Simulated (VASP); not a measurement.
# Ga3N4 in VASP: a series of runs, part 2 of 2

VASP 6.6.1.

### 3 Single point, PBE, collinear spin

INCAR

```
PREC = Accurate
ENCUT = 520
EDIFF = 1E-6
ISMEAR = 0
SIGMA = 0.05
LREAL = F
LASPH = T
NELM = 150
ALGO = Normal
ISIF = 2
LWAVE = F
LCHARG = F
ISPIN = 2
MAGMOM = 0 0 0 3 0 0 0
LORBIT = 11
LDIPOL = T
IDIPOL = 3
DIPOL = 0.5 0.5 0.353
GGA = PE
NBANDS = 42
```

KPOINTS

```
Automatic mesh
0
Gamma
  8 8 1
```

POSCAR

```
Ga3N4
1.0
    3.2165072845      0.0000000000      0.0000000000
    0.0000000000      3.2165072845      0.0000000000
    0.0000000000      0.0000000000     21.2198072894
N Ga
4 3
Direct
    0.0000000000      0.5000000000      0.1885031257
    0.5000000000      0.0000000000      0.2956866680
    0.0000000000      0.5000000000      0.4029970640
    0.5000000000      0.7500000000      0.5369217358
    0.5000000000      0.5000000000      0.2420948968
    0.0000000000      0.0000000000      0.3470972838
    0.5000000000      0.5000000000      0.4580535137
```

Potentials or basis: VASP PAW PBE potentials, release 64 (N, Ga_d).

Run with:

```bash
$ cat potpaw_PBE.64/N/POTCAR potpaw_PBE.64/Ga_d/POTCAR > POTCAR
$ mpirun -np 1 vasp_std > vasp.out
```

OUTCAR:

```text
PREC = Accurate
   ENCUT = 520
   EDIFF = 1E-6
   ISMEAR = 0
   LREAL = F
   LASPH = T
   NELM = 150
   ISIF = 2
   ISPIN = 2
   LORBIT = 11
   GGA = PE

 ion  position               nearest neighbor table
   1  0.000  0.500  0.189-   5 1.97   5 1.97
   2  0.500  0.000  0.296-   6 1.94   6 1.94   5 1.97   5 1.97
   3  0.000  0.500  0.403-   7 1.99   7 1.99   6 2.00   6 2.00
   4  0.500  0.750  0.537-   7 1.86
   5  0.500  0.500  0.242-   1 1.97   1 1.97   2 1.97   2 1.97
   6  0.000  0.000  0.347-   2 1.94   2 1.94   3 2.00   3 2.00
   7  0.500  0.500  0.458-   4 1.86   3 1.99   3 1.99

  LATTYP: Found a simple tetragonal cell.
 ALAT       =     3.2165072845
 C/A-ratio  =     6.5971581633

  Lattice vectors:

 A1 = (   3.2165072845,   0.0000000000,   0.0000000000)
 A2 = (   0.0000000000,   3.2165072845,   0.0000000000)
 A3 = (   0.0000000000,   0.0000000000,  21.2198072894)

Analysis of symmetry for initial positions (statically):
=====================================================================
 Subroutine PRICEL returns:
 Original cell was already a primitive cell.

 Routine SETGRP: Setting up the symmetry group for a
 simple tetragonal supercell.

 Subroutine GETGRP returns: Found  2 space group operations
 (whereof  2 operations were pure point group operations)
 out of a pool of 16 trial point group operations.

The static configuration has the point symmetry C_1h.

Analysis of symmetry for dynamics (positions and initial velocities):
=====================================================================
 Subroutine PRICEL returns:
 Original cell was already a primitive cell.

 Routine SETGRP: Setting up the symmetry group for a
 simple tetragonal supercell.

 Subroutine GETGRP returns: Found  2 space group operations
 (whereof  2 operations were pure point group operations)
 out of a pool of 16 trial point group operations.

The dynamic configuration has the point symmetry C_1h.

Analysis of structural, dynamic, and magnetic symmetry:
=====================================================================
 Subroutine PRICEL returns:
 Original cell was already a primitive cell.

 Routine SETGRP: Setting up the symmetry group for a
 simple tetragonal supercell.

 Subroutine GETGRP returns: Found  2 space group operations
 (whereof  2 operations were pure point group operations)
 out of a pool of 16 trial point group operations.

The overall configuration has the point symmetry C_1h.

 Subroutine INISYM returns: Found  2 space group operations
 (whereof  2 operations are pure point group operations),
 and found     1 'primitive' translations

----------------------------------------------------------------------------------------

                                     Primitive cell

  volume of cell :     219.5384

  direct lattice vectors                    reciprocal lattice vectors
     3.216507285  0.000000000  0.000000000     0.310896234  0.000000000  0.000000000
     0.000000000  3.216507285  0.000000000     0.000000000  0.310896234  0.000000000
     0.000000000  0.000000000 21.219807289     0.000000000  0.000000000  0.047125781

  length of vectors
     3.216507285  3.216507285 21.219807289     0.310896234  0.310896234  0.047125781

  position of ions in fractional coordinates (direct lattice)
     0.000000000  0.500000000  0.188503126
     0.500000000  0.000000000  0.295686668
[... 103 lines left out ...]
   IALGO  =     38    algorithm
   IMIX   =      4    mixing-type and parameters
     AMIX     =   0.40;   BMIX     =  1.00
     AMIX_MAG =   1.60;   BMIX_MAG =  1.00
  volume/ion in A,a.u.               =      31.36       211.65
  Fermi-wavevector in a.u.,A,eV,Ry     =   1.056466  1.996430 15.185726  1.116119
  Thomas-Fermi vector in A             =   2.191702
   LORBIT       =     11    0 simple, 1 ext, 2 COOP (PROOUT), +10 PAW based schemes
   GGA     = PE    functional components
   LHFCALC =     F    Hartree Fock is set to
   AEXX    =    0.0000 exact exchange contribution
   IVDW    =     0    specifies the selected vdW correction
   LEPSILON=     F    determine dielectric tensor
   LRPA    =     F    only Hartree local field effects (RPA)
 spin polarized calculation
 Gauss-broadening in eV      SIGMA  =   0.05
  energy-cutoff  :      520.00
  volume of cell :      219.54
 maximum number of plane-waves:      5966
   NGX = 11   NGY = 11   NGZ = 79

 dipolmoment           0.000000      0.000000      0.000023 electrons x Angstroem

 number of electron      59.0000025 magnetization       2.3188390

 dipolmoment           0.000000      0.000000     -0.001017 electrons x Angstroem

 Free energy of the ion-electron system (eV)
  ---------------------------------------------------
  ext. energy  EPLUGINS =         0.00000000
  ---------------------------------------------------
  free energy    TOTEN  =       -36.67468251 eV

  energy without entropy =      -36.67268328  energy(sigma->0) =      -36.67368290

 E-fermi :  -3.0763     XC(G=0):  -5.0196

 val. band max:       -3.0791875248   @ k =   0.0000   0.1250   0.0000
 cond. band min:      -3.0752584739   @ k =   0.0000   0.0000   0.0000
 fundamental gap:      0.0039290509
 Fermi energy:        -3.0762521869

 spin component 1

 k-point     1 :       0.0000    0.0000    0.0000
  band No.  band energies     occupation
      1     -19.2056      1.00000
      2     -18.7072      1.00000
      3     -18.1286      1.00000
      4     -17.3696      1.00000
      5     -17.3188      1.00000
      6     -17.2895      1.00000
[... 1045 lines left out ...]
     40       6.4382      0.00000
     41       7.3092      0.00000

 [... further k-points ...]

 spin component 2

 k-point     1 :       0.0000    0.0000    0.0000
  band No.  band energies     occupation
      1     -19.1567      1.00000
      2     -18.6620      1.00000
      3     -17.6176      1.00000
      4     -17.3370      1.00000
      5     -17.2771      1.00000
      6     -17.2551      1.00000
[... 1045 lines left out ...]
     40       6.6657      0.00000
     41       7.4208      0.00000

 [... further k-points ...]

 [bands above 41 left out]

------------------------ aborting loop because EDIFF is reached ----------------------------------------

 vacuum level on the upper side and lower side of the slab       (xc-potential included)        -0.011         0.007

  FORCE on cell =-STRESS in cart. coord.  units (eV):
  Direction    XX          YY          ZZ          XY          YZ          ZX
  --------------------------------------------------------------------------------------
  -------------------------------------------------------------------------------------
  Total       -0.0547965     -0.2744056     -1.3192935      0.0000000      0.7007630      0.0000000
  in kB       -0.3999016     -2.0025942     -9.6281196      0.0000000      5.1141240      0.0000000
  external PRESSURE =      -4.0102052 kB  Pullay stress =       0.0000000 kB

 VOLUME and BASIS-vectors are now :
 -----------------------------------------------------------------------------
  energy-cutoff  :      520.00
  volume of cell :      219.54
      direct lattice vectors                 reciprocal lattice vectors
     3.216507285  0.000000000  0.000000000     0.310896234  0.000000000  0.000000000
     0.000000000  3.216507285  0.000000000     0.000000000  0.310896234  0.000000000
     0.000000000  0.000000000 21.219807289     0.000000000  0.000000000  0.047125781

 POSITION                                       TOTAL-FORCE (eV/Angst)
 -----------------------------------------------------------------------------------
      0.00000      1.60825      4.00000         0.000000      0.459065      1.287138
      1.60825      0.00000      6.27441         0.000000     -0.196140      0.475156
      0.00000      1.60825      8.55152         0.000000     -0.473279      0.340936
      1.60825      2.41238     11.39338         0.000000      0.631180      0.072765
      1.60825      1.60825      5.13721         0.000000     -0.258437     -1.884964
      0.00000      0.00000      7.36534         0.000000      0.060480      0.263181
      1.60825      1.60825      9.71981         0.000000     -0.222868     -0.554212
 -----------------------------------------------------------------------------------
    total drift:                                0.000000      0.000161     -0.001595

  FREE ENERGIE OF THE ION-ELECTRON SYSTEM (eV)
  ---------------------------------------------------
  free  energy   TOTEN  =       -36.6746825084 eV

  energy  without entropy=      -36.6726832838  energy(sigma->0) =      -36.67368290

 vacuum level on the upper side and lower side of the slab         4.824         4.844

 total charge

# of ion       s       p       d       tot
------------------------------------------
    1        1.309   2.168   0.000   3.476
    2        1.235   2.491   0.000   3.726
    3        1.237   2.451   0.000   3.687
    4        1.349   2.058   0.000   3.407
    5        0.798   0.865  10.145  11.807
    6        0.790   0.854  10.159  11.803
    7        0.866   0.801  10.090  11.756
--------------------------------------------------
tot          7.583  11.687  30.393  49.663

 magnetization (x)

# of ion       s       p       d       tot
------------------------------------------
    1        0.016   0.415   0.000   0.431
    2        0.001   0.028   0.000   0.028
    3        0.000   0.021   0.000   0.022
    4        0.025   1.046   0.000   1.071
    5       -0.008  -0.004   0.017   0.005
    6       -0.003   0.003   0.002   0.002
    7       -0.025  -0.028   0.033  -0.019
--------------------------------------------------
tot          0.007   1.481   0.052   1.540
```

It took 11 min on 1 thread of Intel Xeon Platinum 8488C (Sapphire Rapids), shared host; peak memory 0.57 GiB.

What came out:

```
Free energy                                           : -36.6747 eV
Largest force                                         : 1.903 eV/Å
Net moment                                            : 2.32 μB per cell
Site moments                                          : N +0.43, +0.03, +0.02, +1.07; Ga +0.01, +0.00, -0.02 μB
Valence electrons inside the program's atomic spheres : N 3.48, 3.73, 3.69, 3.41; Ga 11.81, 11.80, 11.76
```

Forces on the atoms (eV/Å):
```
N    0.000  0.459  1.287
N    0.000 -0.196  0.475
N    0.000 -0.473  0.341
N    0.000  0.631  0.073
Ga   0.000 -0.258 -1.885
Ga   0.000  0.060  0.263
Ga   0.000 -0.223 -0.554
```
